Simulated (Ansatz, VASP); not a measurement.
**Ti2Al6H in VASP and in Ansatz**

File INCAR:

```
SYSTEM = Ti2Al6H
PREC = Accurate ; ENCUT = 520
EDIFF = 1E-6 ; ISMEAR = 0
SIGMA = 0.1 ; LREAL = .False.
LASPH = .True. ; NELM = 80
ALGO = Normal ; ISIF = 2
LWAVE = .False. ; LCHARG = .False.
LDIPOL = .True. ; IDIPOL = 3
DIPOL = 0.5 0.5 0.313 ; GGA = PE
IVDW = 12 ; NBANDS = 32
```

File KPOINTS:

```
Automatic mesh
0
Gamma
  6 6 1
  0 0 0
```

Contents of POSCAR:

```
Ti2Al6H
1.0
    5.0241861184      0.0000000000      0.0000000000
    2.1588814492      4.5367033229      0.0000000000
    0.0000000000      0.0000000000     21.1187114590
Al Ti H
6 2 1
Direct
    0.5000000000      0.0000000000      0.1894054951
    0.0000000000      0.5000000000      0.1894054951
    0.0000000000      0.0000000000      0.2529248171
    0.0000000000      0.5000000000      0.3208670637
    0.5000000000      0.0000000000      0.3208670637
    0.5000000000      0.5000000000      0.3844321409
    0.5000000000      0.5000000000      0.2529248171
    0.0000000000      0.0000000000      0.3814982025
    0.5000000000      0.5000000000      0.5264862622
```

Input for Ansatz:

```yaml
crystal:
  lattice:
    - [5.0241861184, 0.0, 0.0]
    - [2.1588814492, 4.5367033229, 0.0]
    - [0.0, 0.0, 21.118711459]
  atoms:
    - { symbol: Al, position: [0.5, 0.0, 0.1894054951] }
    - { symbol: Al, position: [0.0, 0.5, 0.1894054951] }
    - { symbol: Ti, position: [0.5, 0.5, 0.2529248171] }
    - { symbol: Al, position: [0.0, 0.0, 0.2529248171] }
    - { symbol: Al, position: [0.0, 0.5, 0.3208670637] }
    - { symbol: Al, position: [0.5, 0.0, 0.3208670637] }
    - { symbol: Ti, position: [0.0, 0.0, 0.3814982025] }
    - { symbol: Al, position: [0.5, 0.5, 0.3844321409] }
    - { symbol: H, position: [0.5, 0.5, 0.5264862622] }
basis:
  ecutwfc: 420
kpoints:
  mp_grid: { grid: [6, 6, 1] }
hamiltonian:
  xc: pbe
  pseudopotentials: { kind: paw, azcp: { folder: soft_1 } }
  dispersion: d3bj
scf:
  occupations: { method: gaussian, width: 0.1 }
output:
  forces: true
  eigenvalues: true
efield:
  axis: 3
  dipole_correction: true
  ramp_width: 0.04
```

Alike in both runs: task single point; functional PBE; dispersion D3(BJ); k mesh 6 × 6 × 1; occupations gaussian, width 0.1 eV; no spin polarisation.

|  | VASP | Ansatz |
| --- | --- | --- |
| version | VASP 6.6.1 | Ansatz 0.2.0 |
| potentials or method | VASP PAW PBE potentials, release 64 (Al, Ti_sv, H), cutoff 520 eV | scalar-relativistic, plane waves, PAW |
| valence electrons in the cell | 43 | 43 |

|  | VASP | Ansatz | Ansatz less VASP |
| --- | --- | --- | --- |
| gap on the k mesh at the Fermi level (eV) | none | none | - |
| rms of the force components (eV/Å) | 0.334 | 0.334 | +0.0001 |

A gap of «none» marks a metal or a gap that the smearing closes.
